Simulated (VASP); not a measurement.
Set up this calculation in VASP 6.6.1, as the native input.

| Item | Value |
| --- | --- |
| Task | single point |
| Functional | PBE |
| Potentials or basis | VASP PAW PBE potentials, release 64 (Si, C) |
| Cutoff | 520 eV |
| k mesh | 15 × 15 × 8 |
| Occupations | fermi-dirac, width 0.08 eV |
| Spin | no spin polarisation |
| Dipole correction | no |
| Further INCAR settings | ALGO = Normal; EDIFF = 1e-07; NBANDS = 16 |

The structure of SiC lies in POSCAR:

```
SiC
1.0
    3.0759982064      0.0000000000      0.0000000000
   -1.5379991032      2.6638925888      0.0000000000
    0.0000000000      0.0000000000      5.1994400000
Si C
2 2
Direct
    0.3333333333      0.6666666667      0.0000000000
    0.6666666667      0.3333333333      0.5000000000
    0.3333333333      0.6666666667      0.3850000000
    0.6666666667      0.3333333333      0.8850000000
```

This cell differs from its parent crystal: zz strain of +3 %.

These files were run (other wordings do the same):

INCAR

```
SYSTEM = SiC
PREC = Accurate ; ENCUT = 520
EDIFF = 1E-7 ; ISMEAR = -1
SIGMA = 0.08 ; LREAL = .FALSE.
LASPH = .TRUE. ; NELM = 100
ALGO = Normal ; ISIF = 2
LWAVE = .FALSE. ; LCHARG = .TRUE.
GGA = PE ; LELF = .TRUE.
LVHAR = .TRUE. ; NBANDS = 16
```

KPOINTS

```
Automatic mesh
0
G
  15 15 8
  0 0 0
```

Potentials or basis: VASP PAW PBE potentials, release 64 (Si, C).

Launch:

```bash
$ cat potpaw_PBE.64/Si/POTCAR potpaw_PBE.64/C/POTCAR > POTCAR
$ mpirun -np 1 vasp_std > vasp.out
```

It gave:

```yaml
Pressure: -1.8 GPa
Largest_force: 0.845 eV/Å
Band_gap_on_the_k_mesh: 2.44 eV, indirect (least direct gap 4.30 eV)
```

Caveat: the cell differs from its parent crystal (zz strain of +3 %).

It took 47 s on 1 thread of Intel(R) Xeon(R) Platinum 8488C (Sapphire Rapids), on a shared host, peak memory 0.2 GiB.
